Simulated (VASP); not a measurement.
# BaTiO3 (Amm2) in VASP: single point with r2SCAN

Aim: the single point of BaTiO3 with r2SCAN.

Everything below comes from runs of VASP 6.6.1. Logs are shortened: lines on timing, memory, paths and dates and some standing lists are left out, and cuts for length are marked.

## (1) The cell of the first run

The structure is orthorhombic, space group Amm2 (No. 38). Conventional cell: a = 3.939 Å, b = 5.611 Å, c = 5.631 Å, α = 90.00°, β = 90.00°, γ = 90.00°. Within 3.6 Å of Ba (site symmetry mm2) lie 12 O at 2.75 to 2.88 Å and 8 Ti at 3.37 to 3.50 Å. Within 2.5 Å of Ti (site symmetry mm2) lie 6 O at 1.90 to 2.08 Å. Within 2.6 Å of O (site symmetry mm2) lie 2 Ti at 1.97 Å. Within 2.5 Å of O (site symmetry m) lie 2 Ti at 1.90 to 2.08 Å.

## (2) Single point, r2SCAN

Contents of POSCAR:

```
BaTiO3
1.0
   -3.9387636000      0.0000000000      0.0000000000
    0.0000000000     -2.8056986900      2.8152967400
    0.0000000000      2.8056986900      2.8152967400
Ba Ti O
1 1 3
Direct
    0.0000000000      0.0000000000      0.0000000000
    0.5000000000      0.5143000000      0.5143000000
    0.0000000000      0.4890000000      0.4890000000
    0.5000000000      0.9922300000      0.5044300000
    0.5000000000      0.5044300000      0.9922300000
```

Contents of INCAR.step1:

```
  ALGO = Normal
  EDIFF = 1E-5
  ENCUT = 660
  GGA = PE
  GGA_COMPAT = False
  ISMEAR = -1
  LASPH = True
  LCHARG = False
  LREAL = False
  LWAVE = True
  NBANDS = 28
  NELM = 120
  PREC = Accurate
  SIGMA = 0.1
```

Contents of INCAR.step2:

```
  ALGO = Normal
  EDIFF = 1E-6
  ENCUT = 660
  GGA_COMPAT = False
  ISIF = 2
  ISMEAR = -1
  ISTART = 1
  LASPH = True
  LCHARG = True
  LELF = True
  LMIXTAU = True
  LREAL = False
  LVHAR = True
  LWAVE = False
  METAGGA = R2SCAN
  NBANDS = 28
  NELM = 120
  PREC = Accurate
  SIGMA = 0.1
```

Contents of KPOINTS:

```
k-points
0
Gamma
  5 5 5
```

Potentials or basis: VASP PAW PBE potentials, release 64 (Ba_sv, Ti_sv, O).

Command:

```
$ cat potpaw_PBE.64/Ba_sv/POTCAR potpaw_PBE.64/Ti_sv/POTCAR potpaw_PBE.64/O/POTCAR > POTCAR
$ cp INCAR.step1 INCAR
$ mpirun -np 1 vasp_std > vasp.out
$ cp INCAR.step2 INCAR
$ mpirun -np 1 vasp_std > vasp.out
```

OUTCAR:

```text
EDIFF = 1E-6
   ENCUT = 660
   ISIF = 2
   ISMEAR = -1
   ISTART = 1
   LASPH = True
   LREAL = False
   METAGGA = R2SCAN
   NELM = 120
   PREC = Accurate

 ion  position               nearest neighbor table
   1  0.000  0.000  0.000-   3 2.75   4 2.79   5 2.79   4 2.79   5 2.79   3 2.81   3 2.81   5 2.81
                             4 2.81   4 2.81   5 2.81   3 2.88   2 3.37   2 3.37   2 3.43   2 3.43
   2  0.500  0.514  0.514-   4 1.90   5 1.90   3 1.97   3 1.97   4 2.08   5 2.08   1 3.37   1 3.37
                             1 3.43   1 3.43   1 3.43   1 3.43   1 3.50   1 3.50
   3  0.000  0.489  0.489-   2 1.97   2 1.97   1 2.75   1 2.81   1 2.81   1 2.88
   4  0.500  0.992  0.504-   2 1.90   2 2.08   1 2.79   1 2.79   1 2.81   1 2.81
   5  0.500  0.504  0.992-   2 1.90   2 2.08   1 2.79   1 2.79   1 2.81   1 2.81

  LATTYP: Found a base centered orthorhombic cell.
 ALAT       =     5.6113973800
 B/A-ratio  =     1.0034209126
 C/A-ratio  =     0.7019220585

  Lattice vectors:

 A1 = (   0.0000000000,  -2.8056986900,  -2.8152967400)
 A2 = (   0.0000000000,  -2.8056986900,   2.8152967400)
 A3 = (  -3.9387636000,   0.0000000000,   0.0000000000)

Analysis of symmetry for initial positions (statically):
=====================================================================
 Subroutine PRICEL returns:
 Original cell was already a primitive cell.

 Routine SETGRP: Setting up the symmetry group for a
 base centered orthorhombic supercell.

 Subroutine GETGRP returns: Found  4 space group operations
 (whereof  4 operations were pure point group operations)
 out of a pool of  8 trial point group operations.

The static configuration has the point symmetry C_2v.

Analysis of symmetry for dynamics (positions and initial velocities):
=====================================================================
 Subroutine PRICEL returns:
 Original cell was already a primitive cell.

 Routine SETGRP: Setting up the symmetry group for a
 base centered orthorhombic supercell.

 Subroutine GETGRP returns: Found  4 space group operations
 (whereof  4 operations were pure point group operations)
 out of a pool of  8 trial point group operations.

The dynamic configuration has the point symmetry C_2v.

 Subroutine INISYM returns: Found  4 space group operations
 (whereof  4 operations are pure point group operations),
 and found     1 'primitive' translations

----------------------------------------------------------------------------------------

                                     Primitive cell

  volume of cell :      62.2236

  direct lattice vectors                    reciprocal lattice vectors
    -3.938763600  0.000000000  0.000000000    -0.253886778  0.000000000  0.000000000
     0.000000000 -2.805698690  2.815296740     0.000000000 -0.178208730  0.177601172
     0.000000000  2.805698690  2.815296740     0.000000000  0.178208730  0.177601172

  length of vectors
     3.938763600  3.974649780  3.974649780     0.253886778  0.251595961  0.251595961

  position of ions in fractional coordinates (direct lattice)
     0.000000000  0.000000000  0.000000000
     0.500000000  0.514300000  0.514300000
     0.000000000  0.489000000  0.489000000
     0.500000000  0.992230000  0.504430000
     0.500000000  0.504430000  0.992230000

  ion indices of the primitive-cell ions
   primitive index   ion index
                 1           1
                 2           2
                 3           3
                 4           4
                 5           5

----------------------------------------------------------------------------------------

 KPOINTS: k-points

Automatic generation of k-mesh.
 Grid dimensions read from file:
 generate k-points for:    5    5    5

 Generating k-lattice:

  Cartesian coordinates                     Fractional coordinates (reciprocal lattice)
    -0.050777356  0.000000000  0.000000000     0.200000000  0.000000000  0.000000000
     0.000000000 -0.035641746  0.035520234     0.000000000  0.200000000 -0.000000000
     0.000000000  0.035641746  0.035520234     0.000000000 -0.000000000  0.200000000

  Length of vectors
     0.050777356  0.050319192  0.050319192

  Shift w.r.t. Gamma in fractional coordinates (k-lattice)
     0.000000000  0.000000000  0.000000000

 Subroutine IBZKPT returns following result:
 ===========================================

 Found     27 irreducible k-points:

 Following reciprocal coordinates:
            Coordinates               Weight
  0.000000  0.000000  0.000000      1.000000
  0.200000  0.000000  0.000000      2.000000
  0.400000  0.000000  0.000000      2.000000
  0.000000  0.200000 -0.000000      4.000000
  0.200000  0.200000 -0.000000      8.000000
  0.400000  0.200000 -0.000000      8.000000
[... 16 lines left out ...]
  0.200000  0.400000  0.400000      4.000000
  0.400000  0.400000  0.400000      4.000000
 [... further k-points ...]
   k-points           NKPTS =     27   k-points in BZ     NKDIM =     27   number of bands    NBANDS=     28
   number of dos      NEDOS =    301   number of ions     NIONS =      5
   total plane-waves  NPLWV =  46656
   dimension x,y,z NGX =    36 NGY =   36 NGZ =   36
   dimension x,y,z NGXF=    72 NGYF=   72 NGZF=   72
   ions per type =               1   1   3
   NGX,Y,Z   is equivalent  to a cutoff of  15.19, 15.06, 15.06 a.u.
   NGXF,Y,Z  is equivalent  to a cutoff of  30.39, 30.12, 30.12 a.u.
 SYSTEM =  unknown system
   PREC   = accura    normal or accurate (medium, high low for compatibility)
   ISTART =      1    job   : 0-new  1-cont  2-samecut
   ICHARG =      0    charge: 1-file 2-atom 10-const
   ISPIN  =      1    spin polarized calculation?
   LNONCOLLINEAR =      F non collinear calculations
   LSORBIT =      F    spin-orbit coupling
   LASPH  =      T    aspherical Exc in radial PAW
   ENCUT  =  660.0 eV  48.51 Ry    6.96 a.u.   8.25  8.33  8.33*2*pi/ulx,y,z
   NELM   =    120;   NELMIN=  2; NELMDL=  0     # of ELM steps
   EDIFF  = 0.1E-05   stopping-criterion for ELM
   LREAL  =      F    real-space projection
   EDIFFG = 0.1E-04   stopping-criterion for IOM
   NSW    =      0    number of steps for IOM
   IBRION =     -1    ionic relax: 0-MD 1-quasi-New 2-CG
   NFREE  =      0    steps in history (QN), initial steepest desc. (CG)
   ISIF   =      2    stress and relaxation
   ISYM   =      2    0-nonsym 1-usesym 2-fastsym
   POTIM  = 0.5000    time-step for ionic-motion
   TEBEG  =    0.0;   TEEND  =   0.0 temperature during run
   PSTRESS=    0.0 pullay stress
   NELECT =      40.0000    total number of electrons
   NUPDOWN=      -1.0000    fix difference up-down
   EMIN   =  10.00;   EMAX   =-10.00  energy-range for DOS
   EFERMI =   0.00;   METHOD = LEGACY
   ISMEAR =    -1;   SIGMA  =   0.10  broadening in eV -4-tet -1-fermi 0-gaus
   EFERMI_NEDOS =   21; number of points for ismear=-14 and -15
   IALGO  =     38    algorithm
   IMIX   =      4    mixing-type and parameters
     AMIX     =   0.40;   BMIX     =  1.00
     AMIX_MAG =   1.60;   BMIX_MAG =  1.00
  volume/ion in A,a.u.               =      12.44        83.98
  Fermi-wavevector in a.u.,A,eV,Ry     =   1.412895  2.669984 27.160921  1.996271
  Thomas-Fermi vector in A             =   2.534596
   LORBIT       =      0    0 simple, 1 ext, 2 COOP (PROOUT), +10 PAW based schemes
   METAGGA = R2SCAN    functional components
   LHFCALC =     F    Hartree Fock is set to
   AEXX    =    0.0000 exact exchange contribution
   IVDW    =     0    specifies the selected vdW correction
   LEPSILON=     F    determine dielectric tensor
   LRPA    =     F    only Hartree local field effects (RPA)
 non-spin polarized calculation
  energy-cutoff  :      660.00
  volume of cell :       62.22
 maximum number of plane-waves:      2429
 NGX is ok and might be reduce to    36
   NGX = 17   NGY = 17   NGZ = 17

 number of electron      39.9999998 magnetization

 Free energy of the ion-electron system (eV)
  ---------------------------------------------------
  ext. energy  EPLUGINS =         0.00000000
  ---------------------------------------------------
  free energy    TOTEN  =       -74.19184776 eV

  energy without entropy =      -74.19184572  energy(sigma->0) =      -74.19184674

 E-fermi :   4.9661     XC(G=0): -12.0840

 val. band max:        3.6210445924   @ k =   0.4000   0.4000   0.4000
 cond. band min:       6.1041900812   @ k =   0.0000   0.0000   0.0000
 fundamental gap:      2.4831454889
 Fermi energy:         4.9660688970

 k-point     1 :       0.0000    0.0000    0.0000
  band No.  band energies     occupation
      1     -54.8775      2.00000
      2     -30.0764      2.00000
      3     -30.0736      2.00000
      4     -30.0553      2.00000
      5     -21.6550      2.00000
      6     -14.1583      2.00000
[... 20 lines left out ...]
     27       9.4540      0.00000
     28      12.4077      0.00000

 k-point     2 :       0.2000    0.0000    0.0000
  band No.  band energies     occupation
      1     -54.8770      2.00000
      2     -30.0806      2.00000
      3     -30.0755      2.00000
      4     -30.0725      2.00000
      5     -21.6013      2.00000
      6     -14.2093      2.00000
[... 20 lines left out ...]
     27      10.1860      0.00000
     28      12.9915      0.00000

 k-point     3 :       0.4000    0.0000    0.0000
  band No.  band energies     occupation
      1     -54.8761      2.00000
      2     -30.1207      2.00000
      3     -30.0740      2.00000
      4     -30.0712      2.00000
      5     -21.5115      2.00000
      6     -14.4059      2.00000
[... 20 lines left out ...]
     27      11.8523      0.00000
     28      12.8123      0.00000

 k-point     4 :       0.0000    0.2000   -0.0000
  band No.  band energies     occupation
      1     -54.8770      2.00000
      2     -30.0979      2.00000
      3     -30.0741      2.00000
      4     -30.0545      2.00000
      5     -21.6043      2.00000
      6     -14.2159      2.00000
[... 578 lines left out ...]
     27      12.7629      0.00000
     28      14.3892      0.00000

 k-point    23 :       0.2000    0.4000    0.4000
  band No.  band energies     occupation
      1     -54.8747      2.00000
      2     -30.1310      2.00000
      3     -30.1288      2.00000
      4     -30.0755      2.00000
      5     -21.4023      2.00000
      6     -13.7801      2.00000
[... 20 lines left out ...]
     27      12.8336      0.00000
     28      13.1774      0.00000

 k-point    24 :       0.4000    0.4000    0.4000
  band No.  band energies     occupation
      1     -54.8739      2.00000
      2     -30.1293      2.00000
      3     -30.1269      2.00000
      4     -30.1145      2.00000
      5     -21.3539      2.00000
      6     -13.4551      2.00000
[... 20 lines left out ...]
     27      12.2330      0.00000
     28      12.2493      0.00000

 [... further k-points ...]

------------------------ aborting loop because EDIFF is reached ----------------------------------------

  FORCE on cell =-STRESS in cart. coord.  units (eV):
  Direction    XX          YY          ZZ          XY          YZ          ZX
  --------------------------------------------------------------------------------------
  -------------------------------------------------------------------------------------
  Total        3.0329064      3.0310438      2.7269502      0.0000000      0.0000000      0.0000000
  in kB       78.0934251     78.0454651     70.2154485      0.0000000      0.0000000      0.0000000
  external PRESSURE =      75.4514462 kB  Pullay stress =       0.0000000 kB

 VOLUME and BASIS-vectors are now :
 -----------------------------------------------------------------------------
  energy-cutoff  :      660.00
  volume of cell :       62.22
      direct lattice vectors                 reciprocal lattice vectors
    -3.938763600  0.000000000  0.000000000    -0.253886778  0.000000000  0.000000000
     0.000000000 -2.805698690  2.815296740     0.000000000 -0.178208730  0.177601172
     0.000000000  2.805698690  2.815296740     0.000000000  0.178208730  0.177601172

 POSITION                                       TOTAL-FORCE (eV/Angst)
 -----------------------------------------------------------------------------------
      0.00000      0.00000      0.00000         0.000000      0.000000      0.221721
     -1.96938      0.00000      2.89581         0.000000      0.000000     -0.096542
      0.00000      0.00000      2.75336         0.000000      0.000000      0.206837
     -1.96938     -1.36862      4.21354         0.000000     -0.114042     -0.166008
     -1.96938      1.36862      4.21354         0.000000      0.114042     -0.166008
 -----------------------------------------------------------------------------------
    total drift:                               -0.000000     -0.000000      0.012651

  FREE ENERGIE OF THE ION-ELECTRON SYSTEM (eV)
  ---------------------------------------------------
  free  energy   TOTEN  =       -74.1918477587 eV

  energy  without entropy=      -74.1918457228  energy(sigma->0) =      -74.19184674
```

It took 4.7 min on 1 thread of Intel Xeon 8259CL, shared host; peak memory 0.26 GiB.

Results:

* Free energy: -74.1918 eV
* Pressure: 7.5 GPa
* Largest force: 0.222 eV/Å
* Band gap on the k mesh: 2.48 eV (least direct gap 2.55 eV)

Forces in eV/Å, atoms in the order of the input:
```
Ba   0.000  0.000  0.222
Ti   0.000  0.000 -0.097
O    0.000  0.000  0.207
O    0.000 -0.114 -0.166
O    0.000  0.114 -0.166
```

Levels at points of the mesh, in eV from the valence-band top:
```tsv
k point	band 16	band 17	band 18	band 19	band 20	band 21	band 22	band 23	band 24	band 25
(0.00, 0.00, 0.00)	-1.10	-1.04	-0.19	-0.11	-0.06	2.48	2.56	2.70	4.71	4.75
```

Caveat: the cell stands under pressure; the PAW data sets were made with another functional, which shifts forces and pressure a little; spin-orbit coupling is left out, which moves the levels of the heavy elements; an odd mesh through Γ misses points on the zone boundary, where band edges can lie.
